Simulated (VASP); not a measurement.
# Re (Pm-3m) in VASP: further runs, part 2 of 2

VASP 6.6.1. Earlier steps stand in the parts before.

## Step 3: Single point, revPBE (volume scaled by 1.08)

Contents of INCAR:

```
SYSTEM = Re
PREC = Accurate ; ENCUT = 520
EDIFF = 1E-6 ; ISMEAR = -1
SIGMA = 0.1 ; LREAL = .FALSE.
LASPH = .TRUE. ; NELM = 60
ALGO = Normal ; ISIF = 2
LWAVE = .FALSE. ; LCHARG = .FALSE.
GGA = RE ; NBANDS = 10
```

Contents of KPOINTS:

```
Automatic mesh
0
G
  14 14 14
  0 0 0
```

Contents of POSCAR:

```
Re
1.0
    2.6554131327      0.0000000000      0.0000000000
    0.0000000000      2.6554131327      0.0000000000
    0.0000000000      0.0000000000      2.6554131327
Re
1
Direct
    0.0000000000      0.0000000000      0.0000000000
```

Potentials or basis: VASP PAW PBE potentials, release 64 (Re).

Started as:

```console
cat potpaw_PBE.64/Re/POTCAR > POTCAR
mpirun -np 1 vasp_std > vasp.out
```

It took 7.6 s on 1 thread of Intel Xeon 6975P-C (Granite Rapids), shared host; peak memory 0.14 GiB.

The run converged. Its results:

| Property | Result |
| --- | --- |
| Free energy | -10.5238 eV |
| Pressure | -17.8 GPa |

Levels at points of the mesh, in eV from the Fermi level:
```
           k point  band 1  band 2  band 3  band 4  band 5  band 6  band 7
(0.00, 0.00, 0.00)   -8.63   -4.81   -4.81    2.96    2.96    2.96   14.53
(0.50, 0.00, 0.00)   -5.44   -4.00   -0.94   -0.12   -0.12    3.28    7.20
(0.50, 0.50, 0.00)   -5.58   -3.59    0.48    0.48    4.27    4.27    5.21
(0.50, 0.50, 0.50)   -4.20   -4.20   -4.20    5.43    5.43    8.13   10.40
```

Caveat: the PAW data sets were made with another functional, which shifts forces and pressure a little; spin-orbit coupling is left out, which moves the levels of the heavy elements.

## Step 4: Single point, revPBE (volume scaled by 1.12)

Contents of INCAR:

```
PREC = Accurate ; ENCUT = 520
EDIFF = 1E-7 ; ISMEAR = -1
SIGMA = 0.1 ; LREAL = False
LASPH = True ; NELM = 100
ALGO = Normal ; ISIF = 2
LWAVE = False ; LCHARG = True
GGA = RE ; LELF = True
LVHAR = True ; NBANDS = 10
```

Contents of KPOINTS:

```
Automatic mesh
0
Gamma
  14 14 14
```

Contents of POSCAR:

```
Re
1.0
    2.6877994115      0.0000000000      0.0000000000
    0.0000000000      2.6877994115      0.0000000000
    0.0000000000      0.0000000000      2.6877994115
Re
1
Direct
    0.0000000000      0.0000000000      0.0000000000
```

Potentials or basis: VASP PAW PBE potentials, release 64 (Re).

Started as:

```console
cat potpaw_PBE.64/Re/POTCAR > POTCAR
mpirun -np 1 vasp_std > vasp.out
```

OUTCAR:

```text
PREC = Accurate
   ENCUT = 520
   EDIFF = 1E-7
   ISMEAR = -1
   LREAL = False
   LASPH = True
   NELM = 100
   ISIF = 2
   GGA = RE

 ion  position               nearest neighbor table
   1  0.000  0.000  0.000-

  LATTYP: Found a simple cubic cell.
 ALAT       =     2.6877994115

  Lattice vectors:

 A1 = (   2.6877994115,   0.0000000000,   0.0000000000)
 A2 = (   0.0000000000,   2.6877994115,   0.0000000000)
[... 481 lines left out ...]
  band No.  band energies     occupation
      1       0.4302      2.00000
      2       2.0944      2.00000
      3       3.4292      2.00000
      4       5.9096      0.01090
      5       5.9840      0.00520
      6       7.2246      0.00000
      7      13.7857      0.00000
      8      18.9946      0.00000
      9      22.3989      0.00000
     10      26.3112      0.00000

 [... further k-points ...]
[... 5 lines left out ...]
  --------------------------------------------------------------------------------------
  -------------------------------------------------------------------------------------
  Total       -2.8454074     -2.8454074     -2.8454074      0.0000000      0.0000000      0.0000000
  in kB     -234.7818256   -234.7818256   -234.7818256      0.0000000      0.0000000      0.0000000
  external PRESSURE =    -234.7818256 kB  Pullay stress =       0.0000000 kB

 VOLUME and BASIS-vectors are now :
 -----------------------------------------------------------------------------
  energy-cutoff  :      520.00
  volume of cell :       19.42
      direct lattice vectors                 reciprocal lattice vectors
     2.687799411  0.000000000  0.000000000     0.372051573  0.000000000  0.000000000
     0.000000000  2.687799411  0.000000000     0.000000000  0.372051573  0.000000000
     0.000000000  0.000000000  2.687799411     0.000000000  0.000000000  0.372051573

 POSITION                                       TOTAL-FORCE (eV/Angst)
 -----------------------------------------------------------------------------------
      0.00000      0.00000      0.00000         0.000000      0.000000      0.000000
 -----------------------------------------------------------------------------------
    total drift:                                0.000000      0.000000      0.000000

  FREE ENERGIE OF THE ION-ELECTRON SYSTEM (eV)
  ---------------------------------------------------
  free  energy   TOTEN  =       -10.4344471553 eV

  energy  without entropy=      -10.3873484444  energy(sigma->0) =      -10.41089780
```

stdout:

```text
POSCAR found type information on POSCAR Re
 POSCAR found :  1 types and       1 ions
 scaLAPACK will be used
 -----------------------------------------------------------------------------
|                                                                             |
|                                                                             |
|     You enforced a specific xc type in the INCAR file but a different       |
|     I HOPE YOU KNOW WHAT YOU ARE DOING!                                     |
|                                                                             |
 -----------------------------------------------------------------------------

 LDA part: xc-table for (Slater+PW92), standard interpolation
 POSCAR, INCAR and KPOINTS ok, starting setup
 FFT: planning ... GRIDC
 FFT: planning ... GRID_SOFT
 FFT: planning ... GRID
 WAVECAR not read
 entering main loop
```

Run time: 8 s. Hardware: 1 thread of Intel Xeon 6975P-C (Granite Rapids), shared host; peak memory 0.14 GiB.

Results:

```yaml
Free_energy: -10.4344 eV
Pressure: -23.5 GPa
```

Levels at points of the mesh, in eV from the Fermi level:
| k point | band 1 | band 2 | band 3 | band 4 | band 5 | band 6 | band 7 | band 8 |
| --- | --- | --- | --- | --- | --- | --- | --- | --- |
| (0.00, 0.00, 0.00) | -8.39 | -4.59 | -4.59 | 2.79 | 2.79 | 2.79 | 14.25 | 14.25 |
| (0.50, 0.00, 0.00) | -5.28 | -3.82 | -0.88 | -0.11 | -0.11 | 3.09 | 6.82 | 14.74 |
| (0.50, 0.50, 0.00) | -5.29 | -3.47 | 0.45 | 0.45 | 4.15 | 4.15 | 4.92 | 11.39 |
| (0.50, 0.50, 0.50) | -3.97 | -3.97 | -3.97 | 5.12 | 5.12 | 8.21 | 10.01 | 10.01 |

Caveat: the PAW data sets were made with another functional, which shifts forces and pressure a little; spin-orbit coupling is left out, which moves the levels of the heavy elements.

## Step 5: Overview

| cell | gap on the mesh (eV) | pressure (GPa) |
| --- | --- | --- |
| a = 2.622 Å, 1 atom | none | -10.6 |
| a = 2.655 Å, 1 atom | none | -17.8 |
| a = 2.688 Å, 1 atom | none | -23.5 |

Alike in all rows: task single point; level revPBE; potentials or basis VASP PAW PBE potentials, release 64 (Re); no spin polarisation; k mesh 14 × 14 × 14; cutoff (eV) 520; smearing fermi-dirac 0.1 eV.

Caveats: the PAW data sets were made with another functional, which shifts forces and pressure a little; spin-orbit coupling is left out, which moves the levels of the heavy elements.

Total energies depend on the potentials used, so only differences within one code and one set of settings carry meaning.
